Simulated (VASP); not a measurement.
# TiO2 in VASP: a series of runs

The runs below take TiO2 through single point, with r2SCAN.

Everything below comes from runs of VASP 6.6.1. Logs are shortened: lines on timing, memory, paths and dates and some standing lists are left out, and cuts for length are marked.

### 1 The cell of the first run

Symmetry: I4_1/amd, No. 141, tetragonal system. The conventional cell has a = 3.664 Å, b = 3.664 Å, c = 10.052 Å, α = 90.00°, β = 90.00°, γ = 90.00°. Ti (site symmetry -4m2) has 6 O at 1.90 to 2.03 Å within 2.5 Å. Within 2.5 Å of O (site symmetry 2mm) lie 3 Ti at 1.90 to 2.03 Å and 2 O at 2.39 Å.

### 2 Single point, r2SCAN (biaxial strain in the a-b plane: -3.0 %, then relaxed in part)

Input file POSCAR:

```
TiO2
1.0
    3.6643777094      0.0000000000      0.0000000000
    0.0000000000      3.6643777094      0.0000000000
    0.0000000000      0.0000000000     10.0523858492
Ti O
4 8
Direct
    0.0000000000      0.5000000000      0.7500000000
    0.5000000000      0.5000000000      0.0000000000
    0.5000000000      0.0000000000      0.2500000000
    0.0000000000      0.0000000000      0.5000000000
    0.0000000000      0.5000000000      0.9515209741
    0.5000000000      0.5000000000      0.7984790259
    0.5000000000      0.0000000000      0.0484790259
    0.0000000000      0.0000000000      0.7015209741
    0.5000000000      0.0000000000      0.4515209741
    0.0000000000      0.0000000000      0.2984790259
    0.0000000000      0.5000000000      0.5484790259
    0.5000000000      0.5000000000      0.2015209741
```

Input file INCAR.step1:

```
SYSTEM = TiO2
PREC = Accurate
ENCUT = 520
ISMEAR = 0
SIGMA = 0.02
LREAL = .False.
LASPH = .True.
NELM = 60
NBANDS = 60
GGA = PE
ALGO = Normal
EDIFF = 1E-4
LWAVE = .True.
LCHARG = .False.
```

Input file INCAR.step2:

```
SYSTEM = TiO2
PREC = Accurate
ENCUT = 520
EDIFF = 1E-7
ISMEAR = 0
SIGMA = 0.02
LREAL = .False.
LASPH = .True.
NELM = 60
ALGO = Normal
ISIF = 2
LWAVE = .False.
LCHARG = .True.
METAGGA = R2SCAN
LMIXTAU = .True.
LELF = .True.
LVHAR = .True.
NBANDS = 60
ISTART = 1
```

Input file KPOINTS:

```
regular mesh
0
Gamma
  6 6 4
  0 0 0
```

Potentials or basis: VASP PAW PBE potentials, release 64 (Ti_sv, O).

Launch:

```
> cat potpaw_PBE.64/Ti_sv/POTCAR potpaw_PBE.64/O/POTCAR > POTCAR
> cp INCAR.step1 INCAR
> mpirun -np 1 vasp_std > vasp.out
> cp INCAR.step2 INCAR
> mpirun -np 1 vasp_std > vasp.out
```

OUTCAR:

```text
SYSTEM = TiO2
   PREC = Accurate
   ENCUT = 520
   EDIFF = 1E-7
   ISMEAR = 0
   LREAL = .False.
   LASPH = .True.
   NELM = 60
   ISIF = 2
   METAGGA = R2SCAN
   ISTART = 1

 ion  position               nearest neighbor table
   1  0.000  0.500  0.750-   6 1.90   8 1.90   8 1.90   6 1.90   5 2.03  11 2.03
   2  0.500  0.500  0.000-   5 1.90   7 1.90   7 1.90   5 1.90   6 2.03  12 2.03
   3  0.500  0.000  0.250-  10 1.90  12 1.90  12 1.90  10 1.90   7 2.03   9 2.03
   4  0.000  0.000  0.500-   9 1.90  11 1.90  11 1.90   9 1.90  10 2.03   8 2.03
   5  0.000  0.500  0.952-   2 1.90   2 1.90   1 2.03
   6  0.500  0.500  0.798-   1 1.90   1 1.90   2 2.03
   7  0.500  0.000  0.048-   2 1.90   2 1.90   3 2.03
   8  0.000  0.000  0.702-   1 1.90   1 1.90   4 2.03
   9  0.500  0.000  0.452-   4 1.90   4 1.90   3 2.03
  10  0.000  0.000  0.298-   3 1.90   3 1.90   4 2.03
  11  0.000  0.500  0.548-   4 1.90   4 1.90   1 2.03
  12  0.500  0.500  0.202-   3 1.90   3 1.90   2 2.03

  LATTYP: Found a simple tetragonal cell.
 ALAT       =     3.6643777094
 C/A-ratio  =     2.7432722952

  Lattice vectors:

 A1 = (   3.6643777094,   0.0000000000,   0.0000000000)
 A2 = (   0.0000000000,   3.6643777094,   0.0000000000)
 A3 = (   0.0000000000,   0.0000000000,  10.0523858492)

Analysis of symmetry for initial positions (statically):
=====================================================================
 Subroutine PRICEL returns following result:

  LATTYP: Found a body centered tetragonal cell.
 ALAT       =     3.6643777094
 C/A-ratio  =     2.7432722952

  Lattice vectors:

 A1 = (  -1.8321888547,   1.8321888547,   5.0261929246)
 A2 = (   1.8321888547,  -1.8321888547,   5.0261929246)
 A3 = (   1.8321888547,   1.8321888547,  -5.0261929246)

   2 primitive cells build up your supercell.

 Routine SETGRP: Setting up the symmetry group for a
 simple tetragonal supercell.

 Subroutine GETGRP returns: Found 16 space group operations
 (whereof  8 operations were pure point group operations)
 out of a pool of 16 trial point group operations.

The static configuration has the point symmetry D_2d.
 The point group associated with its full space group is D_4h.

Analysis of symmetry for dynamics (positions and initial velocities):
=====================================================================
 Subroutine PRICEL returns following result:

  LATTYP: Found a body centered tetragonal cell.
 ALAT       =     3.6643777094
 C/A-ratio  =     2.7432722952

  Lattice vectors:

 A1 = (  -1.8321888547,   1.8321888547,   5.0261929246)
 A2 = (   1.8321888547,  -1.8321888547,   5.0261929246)
 A3 = (   1.8321888547,   1.8321888547,  -5.0261929246)

   2 primitive cells build up your supercell.

 Routine SETGRP: Setting up the symmetry group for a
 simple tetragonal supercell.

 Subroutine GETGRP returns: Found 16 space group operations
 (whereof  8 operations were pure point group operations)
 out of a pool of 16 trial point group operations.

The dynamic configuration has the point symmetry D_2d.
 The point group associated with its full space group is D_4h.

 Subroutine INISYM returns: Found 16 space group operations
 (whereof  8 operations are pure point group operations),
 and found     2 'primitive' translations

----------------------------------------------------------------------------------------

                                     Primitive cell

  volume of cell :      67.4900

  direct lattice vectors                    reciprocal lattice vectors
    -1.832188855  1.832188855  5.026192925    -0.000000000  0.272897632  0.099478871
     1.832188855 -1.832188855  5.026192925     0.272897632  0.000000000  0.099478871
     1.832188855  1.832188855 -5.026192925     0.272897632  0.272897632  0.000000000

  length of vectors
     5.654772083  5.654772083  5.654772083     0.290463704  0.290463704  0.385935532

  position of ions in fractional coordinates (direct lattice)
     0.250000000  0.750000000  0.500000000
     0.500000000  0.500000000  1.000000000
     0.451520974  0.951520974  0.500000000
     0.298479026  0.298479026  1.000000000
     0.048479026  0.548479026  0.500000000
     0.701520974  0.701520974  0.000000000

  ion indices of the primitive-cell ions
   primitive index   ion index
                 1           1
                 2           2
                 3           5
                 4           6
                 5          11
                 6           8

----------------------------------------------------------------------------------------

 KPOINTS: regular mesh

Automatic generation of k-mesh.
 Grid dimensions read from file:
 generate k-points for:    6    6    4

 Generating k-lattice:

  Cartesian coordinates                     Fractional coordinates (reciprocal lattice)
     0.045482939  0.000000000  0.000000000     0.166666667  0.000000000  0.000000000
     0.000000000  0.045482939  0.000000000     0.000000000  0.166666667  0.000000000
     0.000000000  0.000000000  0.024869718     0.000000000  0.000000000  0.250000000

  Length of vectors
     0.045482939  0.045482939  0.024869718

  Shift w.r.t. Gamma in fractional coordinates (k-lattice)
     0.000000000  0.000000000  0.000000000

 Subroutine IBZKPT returns following result:
 ===========================================

 Found     30 irreducible k-points:

 Following reciprocal coordinates:
            Coordinates               Weight
  0.000000  0.000000  0.000000      1.000000
  0.166667  0.000000  0.000000      4.000000
  0.333333  0.000000  0.000000      4.000000
  0.500000  0.000000  0.000000      2.000000
  0.166667  0.166667  0.000000      4.000000
  0.333333  0.166667  0.000000      8.000000
[... 16 lines left out ...]
  0.333333  0.000000  0.500000      4.000000
  0.500000  0.000000  0.500000      2.000000
 [... further k-points ...]
   k-points           NKPTS =     30   k-points in BZ     NKDIM =     30   number of bands    NBANDS=     60
   number of dos      NEDOS =    301   number of ions     NIONS =     12
   total plane-waves  NPLWV =  62720
   dimension x,y,z NGX =    28 NGY =   28 NGZ =   80
   dimension x,y,z NGXF=    56 NGYF=   56 NGZF=  160
   ions per type =               4   8
   NGX,Y,Z   is equivalent  to a cutoff of  12.70, 12.70, 13.23 a.u.
   NGXF,Y,Z  is equivalent  to a cutoff of  25.41, 25.41, 26.46 a.u.
 SYSTEM =  TiO2
   PREC   = accura    normal or accurate (medium, high low for compatibility)
   ISTART =      1    job   : 0-new  1-cont  2-samecut
   ICHARG =      0    charge: 1-file 2-atom 10-const
   ISPIN  =      1    spin polarized calculation?
   LNONCOLLINEAR =      F non collinear calculations
   LSORBIT =      F    spin-orbit coupling
   LASPH  =      T    aspherical Exc in radial PAW
   ENCUT  =  520.0 eV  38.22 Ry    6.18 a.u.   6.81  6.81 18.69*2*pi/ulx,y,z
   NELM   =     60;   NELMIN=  2; NELMDL=  0     # of ELM steps
   EDIFF  = 0.1E-06   stopping-criterion for ELM
   LREAL  =      F    real-space projection
   EDIFFG = 0.1E-05   stopping-criterion for IOM
   NSW    =      0    number of steps for IOM
   IBRION =     -1    ionic relax: 0-MD 1-quasi-New 2-CG
   NFREE  =      0    steps in history (QN), initial steepest desc. (CG)
   ISIF   =      2    stress and relaxation
   ISYM   =      2    0-nonsym 1-usesym 2-fastsym
   POTIM  = 0.5000    time-step for ionic-motion
   TEBEG  =    0.0;   TEEND  =   0.0 temperature during run
   PSTRESS=    0.0 pullay stress
   NELECT =      96.0000    total number of electrons
   NUPDOWN=      -1.0000    fix difference up-down
   EMIN   =  10.00;   EMAX   =-10.00  energy-range for DOS
   EFERMI =   0.00;   METHOD = LEGACY
   ISMEAR =     0;   SIGMA  =   0.02  broadening in eV -4-tet -1-fermi 0-gaus
   EFERMI_NEDOS =   21; number of points for ismear=-14 and -15
   IALGO  =     38    algorithm
   IMIX   =      4    mixing-type and parameters
     AMIX     =   0.40;   BMIX     =  1.00
     AMIX_MAG =   1.60;   BMIX_MAG =  1.00
  volume/ion in A,a.u.               =      11.25        75.91
  Fermi-wavevector in a.u.,A,eV,Ry     =   1.461309  2.761473 29.054204  2.135424
  Thomas-Fermi vector in A             =   2.577656
   LORBIT       =      0    0 simple, 1 ext, 2 COOP (PROOUT), +10 PAW based schemes
   METAGGA = R2SCAN    functional components
   LHFCALC =     F    Hartree Fock is set to
   AEXX    =    0.0000 exact exchange contribution
   IVDW    =     0    specifies the selected vdW correction
   LEPSILON=     F    determine dielectric tensor
   LRPA    =     F    only Hartree local field effects (RPA)
 non-spin polarized calculation
 Gauss-broadening in eV      SIGMA  =   0.02
  energy-cutoff  :      520.00
  volume of cell :      134.98
 maximum number of plane-waves:      3660
 NGX is ok and might be reduce to    28
   NGX = 13   NGY = 13   NGZ = 37

 number of electron      95.9999982 magnetization

 Free energy of the ion-electron system (eV)
  ---------------------------------------------------
  ext. energy  EPLUGINS =         0.00000000
  ---------------------------------------------------
  free energy    TOTEN  =      -139.44395184 eV

  energy without entropy =     -139.44395184  energy(sigma->0) =     -139.44395184

 E-fermi :   3.1791     XC(G=0): -11.5001

 val. band max:        3.0551741837   @ k =   0.3333   0.3333   0.0000
 cond. band min:       5.9886854521   @ k =   0.0000   0.0000   0.0000
 fundamental gap:      2.9335112684
 Fermi energy:         3.1790749895

 k-point     1 :       0.0000    0.0000    0.0000
  band No.  band energies     occupation
      1     -55.2383      2.00000
      2     -55.2138      2.00000
      3     -55.2138      2.00000
      4     -55.1892      2.00000
      5     -30.6575      2.00000
      6     -30.4658      2.00000
[... 1501 lines left out ...]
     59       8.5002      0.00000
     60       8.5002      0.00000

 [... further k-points ...]

------------------------ aborting loop because EDIFF is reached ----------------------------------------

  FORCE on cell =-STRESS in cart. coord.  units (eV):
  Direction    XX          YY          ZZ          XY          YZ          ZX
  --------------------------------------------------------------------------------------
  -------------------------------------------------------------------------------------
  Total        8.5854520      8.5854520      0.7013057      0.0000000      0.0000000      0.0000000
  in kB      101.9070263    101.9070263      8.3243120      0.0000000      0.0000000      0.0000000
  external PRESSURE =      70.7127882 kB  Pullay stress =       0.0000000 kB

 VOLUME and BASIS-vectors are now :
 -----------------------------------------------------------------------------
  energy-cutoff  :      520.00
  volume of cell :      134.98
      direct lattice vectors                 reciprocal lattice vectors
     3.664377709  0.000000000  0.000000000     0.272897632  0.000000000  0.000000000
     0.000000000  3.664377709  0.000000000     0.000000000  0.272897632  0.000000000
     0.000000000  0.000000000 10.052385849     0.000000000  0.000000000  0.099478871

 POSITION                                       TOTAL-FORCE (eV/Angst)
 -----------------------------------------------------------------------------------
      0.00000      1.83219      7.53929         0.000000     -0.000000     -0.000000
      1.83219      1.83219      0.00000         0.000000     -0.000000     -0.000000
      1.83219      0.00000      2.51310        -0.000000      0.000000     -0.000000
      0.00000      0.00000      5.02619         0.000000      0.000000     -0.000000
      0.00000      1.83219      9.56506         0.000000      0.000000      0.010423
      1.83219      1.83219      8.02662        -0.000000     -0.000000     -0.010423
      1.83219      0.00000      0.48733        -0.000000      0.000000     -0.010423
      0.00000      0.00000      7.05196        -0.000000     -0.000000      0.010423
      1.83219      0.00000      4.53886         0.000000      0.000000      0.010423
      0.00000      0.00000      3.00043        -0.000000     -0.000000     -0.010423
      0.00000      1.83219      5.51352         0.000000      0.000000     -0.010423
      1.83219      1.83219      2.02577         0.000000     -0.000000      0.010423
 -----------------------------------------------------------------------------------
    total drift:                                0.000000      0.000000     -0.000000

  FREE ENERGIE OF THE ION-ELECTRON SYSTEM (eV)
  ---------------------------------------------------
  free  energy   TOTEN  =      -139.4439518429 eV

  energy  without entropy=     -139.4439518429  energy(sigma->0) =     -139.44395184
```

It took 19 min on 1 thread of AMD EPYC 7R43 (Zen 3), shared host; peak memory 0.33 GiB.

What came out:

```
Free energy            : -139.4440 eV
Pressure               : 7.1 GPa
Largest force          : 0.010 eV/Å
Band gap on the k mesh : 2.93 eV
```

Forces on the atoms (eV/Å):
```
Ti   0.000  0.000  0.000
Ti   0.000  0.000  0.000
Ti   0.000  0.000  0.000
Ti   0.000  0.000  0.000
O    0.000  0.000  0.010
O    0.000  0.000 -0.010
O    0.000  0.000 -0.010
O    0.000  0.000  0.010
O    0.000  0.000  0.010
O    0.000  0.000 -0.010
O    0.000  0.000 -0.010
O    0.000  0.000  0.010
```

Stress tensor (GPa, compression positive):
```
10.19  0.00  0.00
 0.00 10.19  0.00
 0.00  0.00  0.83
```

Levels at points of the mesh, in eV from the valence-band top:
```csv
k point,band 44,band 45,band 46,band 47,band 48,band 49,band 50,band 51,band 52,band 53
"(0.00, 0.00, 0.00)",-0.87,-0.33,-0.33,-0.03,-0.03,2.93,3.21,3.21,3.50,4.77
"(0.50, 0.00, 0.00)",-1.14,-0.81,-0.81,-0.70,-0.70,4.08,4.08,4.30,4.30,4.31
"(0.50, 0.50, 0.00)",-1.92,-0.06,-0.06,-0.06,-0.06,3.79,3.79,3.79,3.79,4.33
"(0.00, 0.00, 0.50)",-1.05,-0.15,-0.15,-0.15,-0.15,3.01,3.01,3.41,3.41,4.88
"(0.50, 0.00, 0.50)",-0.81,-0.79,-0.79,-0.68,-0.68,4.15,4.15,4.16,4.16,4.18
"(0.50, 0.50, 0.50)",-1.58,-0.24,-0.24,-0.24,-0.24,4.05,4.05,4.05,4.05,4.08
```

Caveat: the cell differs from its parent crystal (biaxial strain in the a-b plane: -3.0 %, then relaxed in part); the stress differs along the axes, from 1 to 10 GPa; the PAW data sets were made with another functional, which shifts forces and pressure a little. A k mesh can miss the band edges.

(Part 1 of 2 ends here.)
